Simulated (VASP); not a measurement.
# Al (Fm-3m) in VASP: notebook

Al is run at these levels: PBE0, r2SCANh; tasks: single point.

Program: VASP 6.6.1. These are calculated values, not measurements. Logs are shortened: lines on timing, memory, paths and dates and some standing lists are left out, and cuts for length are marked.

## 1. The cell of the first run

It takes space group Fm-3m (No. 225, cubic). Conventional cell: a = 4.040 Å, b = 4.040 Å, c = 4.040 Å, α = 90.00°, β = 90.00°, γ = 90.00°. Within 3.8 Å of Al (site symmetry m-3m) lie 12 Al at 2.86 Å.

## 2. Single point, PBE0

The input, POSCAR:

```
Al
1.0
    0.0000000000      2.0199310410      2.0199310410
    2.0199310410      0.0000000000      2.0199310410
    2.0199310410      2.0199310410      0.0000000000
Al
1
Direct
    0.0000000000      0.0000000000      0.0000000000
```

The input, INCAR.step1:

```
  PREC = Accurate
  ENCUT = 520
  EDIFF = 1E-5
  ISMEAR = -1
  SIGMA = 0.05
  LREAL = False
  LASPH = True
  NELM = 80
  ALGO = Normal
  ISIF = 2
  LWAVE = True
  LCHARG = False
  NBANDS = 8
  GGA = PE
```

The input, INCAR.step2:

```
  PREC = Accurate
  ENCUT = 520
  EDIFF = 1E-6
  ISMEAR = -1
  SIGMA = 0.05
  LREAL = False
  LASPH = True
  NELM = 80
  ALGO = Normal
  ISIF = 2
  LWAVE = False
  LCHARG = False
  GGA = PE
  LHFCALC = True
  AEXX = 0.25
  PRECFOCK = Normal
  NBANDS = 8
  ISTART = 1
```

The input, KPOINTS:

```
Automatic mesh
0
Gamma
  9 9 9
```

Potentials or basis: VASP PAW PBE potentials, release 64 (Al).

Run with:

```bash
$ cat potpaw_PBE.64/Al/POTCAR > POTCAR
$ cp INCAR.step1 INCAR
$ mpirun -np 1 vasp_std > vasp.out
$ cp INCAR.step2 INCAR
$ mpirun -np 1 vasp_std > vasp.out
```

OUTCAR:

```text
PREC = Accurate
   ENCUT = 520
   EDIFF = 1E-6
   ISMEAR = -1
   LREAL = False
   LASPH = True
   NELM = 80
   ISIF = 2
   GGA = PE
   LHFCALC = True
   AEXX = 0.25
   PRECFOCK = Normal
   ISTART = 1

 ion  position               nearest neighbor table
   1  0.000  0.000  0.000-

  LATTYP: Found a face centered cubic cell.
 ALAT       =     4.0398620820

  Lattice vectors:

 A1 = (   0.0000000000,   2.0199310410,   2.0199310410)
 A2 = (   2.0199310410,   0.0000000000,   2.0199310410)
 A3 = (   2.0199310410,   2.0199310410,   0.0000000000)

Analysis of symmetry for initial positions (statically):
=====================================================================
 Subroutine PRICEL returns:
 Original cell was already a primitive cell.

 Routine SETGRP: Setting up the symmetry group for a
 face centered cubic supercell.

 Subroutine GETGRP returns: Found 48 space group operations
 (whereof 48 operations were pure point group operations)
 out of a pool of 48 trial point group operations.

The static configuration has the point symmetry O_h .

Analysis of symmetry for dynamics (positions and initial velocities):
=====================================================================
 Subroutine PRICEL returns:
 Original cell was already a primitive cell.

 Routine SETGRP: Setting up the symmetry group for a
 face centered cubic supercell.

 Subroutine GETGRP returns: Found 48 space group operations
 (whereof 48 operations were pure point group operations)
 out of a pool of 48 trial point group operations.

The dynamic configuration has the point symmetry O_h .

 Subroutine INISYM returns: Found 48 space group operations
 (whereof 48 operations are pure point group operations),
 and found     1 'primitive' translations

----------------------------------------------------------------------------------------

                                     Primitive cell

  volume of cell :      16.4831

  direct lattice vectors                    reciprocal lattice vectors
     0.000000000  2.019931041  2.019931041    -0.247533203  0.247533203  0.247533203
     2.019931041  0.000000000  2.019931041     0.247533203 -0.247533203  0.247533203
     2.019931041  2.019931041  0.000000000     0.247533203  0.247533203 -0.247533203

  length of vectors
     2.856613873  2.856613873  2.856613873     0.428740084  0.428740084  0.428740084

  position of ions in fractional coordinates (direct lattice)
     0.000000000  0.000000000  0.000000000

  ion indices of the primitive-cell ions
   primitive index   ion index
                 1           1

----------------------------------------------------------------------------------------

 KPOINTS: Automatic mesh

Automatic generation of k-mesh.
 Grid dimensions read from file:
 generate k-points for:    9    9    9

 Generating k-lattice:

  Cartesian coordinates                     Fractional coordinates (reciprocal lattice)
    -0.027503689  0.027503689  0.027503689     0.111111111  0.000000000  0.000000000
     0.027503689 -0.027503689  0.027503689     0.000000000  0.111111111  0.000000000
     0.027503689  0.027503689 -0.027503689     0.000000000  0.000000000  0.111111111

  Length of vectors
     0.047637787  0.047637787  0.047637787

  Shift w.r.t. Gamma in fractional coordinates (k-lattice)
     0.000000000  0.000000000  0.000000000

 Subroutine IBZKPT returns following result:
 ===========================================

 Found     35 irreducible k-points:

 Following reciprocal coordinates:
            Coordinates               Weight
  0.000000  0.000000  0.000000      1.000000
  0.111111  0.000000  0.000000      8.000000
  0.222222  0.000000  0.000000      8.000000
  0.333333  0.000000  0.000000      8.000000
  0.444444  0.000000  0.000000      8.000000
  0.111111  0.111111  0.000000      6.000000
[... 16 lines left out ...]
 -0.333333  0.333333  0.000000     12.000000
  0.444444  0.444444  0.000000      6.000000
 [... further k-points ...]
   k-points           NKPTS =     35   k-points in BZ     NKDIM =    729   number of bands    NBANDS=      8
   number of dos      NEDOS =    301   number of ions     NIONS =      1
   total plane-waves  NPLWV =  13824
   dimension x,y,z NGX =    24 NGY =   24 NGZ =   24
   dimension x,y,z NGXF=    48 NGYF=   48 NGZF=   48
   ions per type =               1
   NGX,Y,Z   is equivalent  to a cutoff of  13.97, 13.97, 13.97 a.u.
   NGXF,Y,Z  is equivalent  to a cutoff of  27.93, 27.93, 27.93 a.u.
 SYSTEM =  unknown system
   PREC   = accura    normal or accurate (medium, high low for compatibility)
   ISTART =      1    job   : 0-new  1-cont  2-samecut
   ICHARG =      0    charge: 1-file 2-atom 10-const
   ISPIN  =      1    spin polarized calculation?
   LNONCOLLINEAR =      F non collinear calculations
   LSORBIT =      F    spin-orbit coupling
   LASPH  =      T    aspherical Exc in radial PAW
   ENCUT  =  520.0 eV  38.22 Ry    6.18 a.u.   5.31  5.31  5.31*2*pi/ulx,y,z
   NELM   =     80;   NELMIN=  2; NELMDL=  0     # of ELM steps
   EDIFF  = 0.1E-05   stopping-criterion for ELM
   LREAL  =      F    real-space projection
   EDIFFG = 0.1E-04   stopping-criterion for IOM
   NSW    =      0    number of steps for IOM
   IBRION =     -1    ionic relax: 0-MD 1-quasi-New 2-CG
   NFREE  =      0    steps in history (QN), initial steepest desc. (CG)
   ISIF   =      2    stress and relaxation
   ISYM   =      3    0-nonsym 1-usesym 2-fastsym
   POTIM  = 0.5000    time-step for ionic-motion
   TEBEG  =    0.0;   TEEND  =   0.0 temperature during run
   PSTRESS=    0.0 pullay stress
   NELECT =       3.0000    total number of electrons
   NUPDOWN=      -1.0000    fix difference up-down
   EMIN   =  10.00;   EMAX   =-10.00  energy-range for DOS
   EFERMI =   0.00;   METHOD = LEGACY
   ISMEAR =    -1;   SIGMA  =   0.05  broadening in eV -4-tet -1-fermi 0-gaus
   EFERMI_NEDOS =   21; number of points for ismear=-14 and -15
   IALGO  =     38    algorithm
   IMIX   =      1    mixing-type and parameters
     AMIX     =   0.40;   BMIX     =  1.00
     AMIX_MAG =   1.60;   BMIX_MAG =  1.00
  volume/ion in A,a.u.               =      16.48       111.23
  Fermi-wavevector in a.u.,A,eV,Ry     =   0.927759  1.753211 11.711045  0.860738
  Thomas-Fermi vector in A             =   2.053864
   LORBIT       =      0    0 simple, 1 ext, 2 COOP (PROOUT), +10 PAW based schemes
   GGA     = PE    functional components
   LHFCALC =     T    Hartree Fock is set to
   PRECFOCK=normal    Normal, Fast or Accurate (Low or Medium for compatibility)
   ENCUT4O =  -1.0   cutoff for four orbital integrals eV
   NKREDX  =     1    reduce k-point grid by
   NKREDY  =     1    reduce k-point grid by
   NKREDZ  =     1    reduce k-point grid by
   AEXX    =    0.2500 exact exchange contribution
   HFSCREEN=    0.0000 screening length (either q_TF or 0.3 A-1)
   HFSCREENC=   0.0000 screening length for correlation (either q_TF or 0.3 A-1)
   ENCUTFOCK=  -1.0 apply spherical cutoff to Coloumb kernel
   IVDW    =     0    specifies the selected vdW correction
   LEPSILON=     F    determine dielectric tensor
   LRPA    =     F    only Hartree local field effects (RPA)
 non-spin polarized calculation
  energy-cutoff  :      520.00
  volume of cell :       16.48
 maximum number of plane-waves:       459
 NGX is ok and might be reduce to    24
  NGX = 16; NGY = 16; NGZ = 16

 number of electron       3.0000000 magnetization

 Free energy of the ion-electron system (eV)
  ---------------------------------------------------
  ext. energy  EPLUGINS =         0.00000000
  ---------------------------------------------------
  free energy    TOTEN  =        -4.36230878 eV

  energy without entropy =       -4.35825880  energy(sigma->0) =       -4.36028379

 E-fermi :   8.0520     XC(G=0):  -8.0257

 val. band max:        7.7185993676   @ k =   0.4444   0.4444   0.0000
 cond. band min:       8.0937709101   @ k =  -0.4444   0.3333   0.1111
 fundamental gap:      0.3751715425
 Fermi energy:         8.0519586915

 k-point     1 :       0.0000    0.0000    0.0000
  band No.  band energies     occupation
      1      -5.1519      2.00000
      2      22.1101      0.00000
      3      22.1101      0.00000
      4      22.1101      0.00000
      5      23.6403      0.00000
      6      23.6403      0.00000
      7      23.6403      0.00000
      8      25.8397      0.00000

 k-point     2 :       0.1111    0.0000    0.0000
  band No.  band energies     occupation
      1      -4.7758      2.00000
      2      18.1481      0.00000
      3      21.2392      0.00000
      4      21.2392      0.00000
      5      24.2260      0.00000
      6      25.0271      0.00000
      7      25.0271      0.00000
      8      27.5733      0.00000

 k-point     3 :       0.2222    0.0000    0.0000
  band No.  band energies     occupation
      1      -3.6499      2.00000
      2      13.4016      0.00000
      3      20.4247      0.00000
      4      20.4247      0.00000
      5      23.8479      0.00000
      6      24.8514      0.00000
      7      24.8514      0.00000
      8      27.8637      0.00000

 k-point     4 :       0.3333    0.0000    0.0000
  band No.  band energies     occupation
      1      -1.7786      2.00000
      2       8.8032      0.00000
      3      20.1560      0.00000
      4      20.1560      0.00000
      5      22.8677      0.00000
      6      22.8677      0.00000
      7      23.7397      0.00000
      8      26.8270      0.00000

 k-point     5 :       0.4444    0.0000    0.0000
  band No.  band energies     occupation
      1       0.8359      2.00000
      2       4.2449      2.00000
      3      20.4728      0.00000
      4      20.4728      0.00000
      5      21.3811      0.00000
      6      21.3811      0.00000
      7      24.1485      0.00000
      8      25.2812      0.00000
[... 177 lines left out ...]
 k-point    22 :      -0.4444    0.3333    0.0000
  band No.  band energies     occupation
      1       3.7696      2.00000
      2       7.1900      2.00000
      3       9.1937      0.00000
      4      15.5640      0.00000
      5      17.2463      0.00000
      6      24.2884      0.00000
      7      30.8019      0.00000
      8      33.1206      0.00000

 k-point    23 :      -0.3333    0.3333    0.0000
  band No.  band energies     occupation
      1       3.8097      2.00000
      2       6.4490      2.00000
      3       8.8006      0.00000
      4      16.4982      0.00000
      5      18.3295      0.00000
      6      28.3573      0.00000
      7      29.9817      0.00000
      8      30.0163      0.00000

 k-point    24 :       0.4444    0.4444    0.0000
  band No.  band energies     occupation
      1       2.7737      2.00000
      2       7.7186      1.99746
      3      14.3324      0.00000
      4      14.7280      0.00000
      5      14.7280      0.00000
      6      18.4252      0.00000
      7      34.9270      0.00000
      8      36.5405      0.00000

 [... further k-points ...]

------------------------ aborting loop because EDIFF is reached ----------------------------------------

  FORCE on cell =-STRESS in cart. coord.  units (eV):
  Direction    XX          YY          ZZ          XY          YZ          ZX
  --------------------------------------------------------------------------------------
  -------------------------------------------------------------------------------------
  Total       -0.0794234     -0.0794234     -0.0794234      0.0000000      0.0000000     -0.0000000
  in kB       -7.7200395     -7.7200395     -7.7200395      0.0000000      0.0000000     -0.0000000
  external PRESSURE =      -7.7200395 kB  Pullay stress =       0.0000000 kB

 VOLUME and BASIS-vectors are now :
 -----------------------------------------------------------------------------
  energy-cutoff  :      520.00
  volume of cell :       16.48
      direct lattice vectors                 reciprocal lattice vectors
     0.000000000  2.019931041  2.019931041    -0.247533203  0.247533203  0.247533203
     2.019931041  0.000000000  2.019931041     0.247533203 -0.247533203  0.247533203
     2.019931041  2.019931041  0.000000000     0.247533203  0.247533203 -0.247533203

 POSITION                                       TOTAL-FORCE (eV/Angst)
 -----------------------------------------------------------------------------------
      0.00000      0.00000      0.00000         0.000000      0.000000     -0.000000
 -----------------------------------------------------------------------------------
    total drift:                               -0.000000      0.000000      0.000000

  FREE ENERGIE OF THE ION-ELECTRON SYSTEM (eV)
  ---------------------------------------------------
  free  energy   TOTEN  =        -4.3623087836 eV

  energy  without entropy=       -4.3582587979  energy(sigma->0) =       -4.36028379
```

It took 5.6 min on 1 thread of Intel Xeon 6975P-C, shared host; peak memory 0.15 GiB.

What came out:

```
Free energy : -4.3623 eV
Pressure    : -0.8 GPa
```

Levels at points of the mesh, in eV from the Fermi level:
| k point | band 1 | band 2 | band 3 | band 4 | band 5 |
| --- | --- | --- | --- | --- | --- |
| (0.00, 0.00, 0.00) | -13.20 | 14.06 | 14.06 | 14.06 | 15.59 |

Caveat: the PAW data sets were made with another functional, which shifts forces and pressure a little.

[end of part 1 of 2]
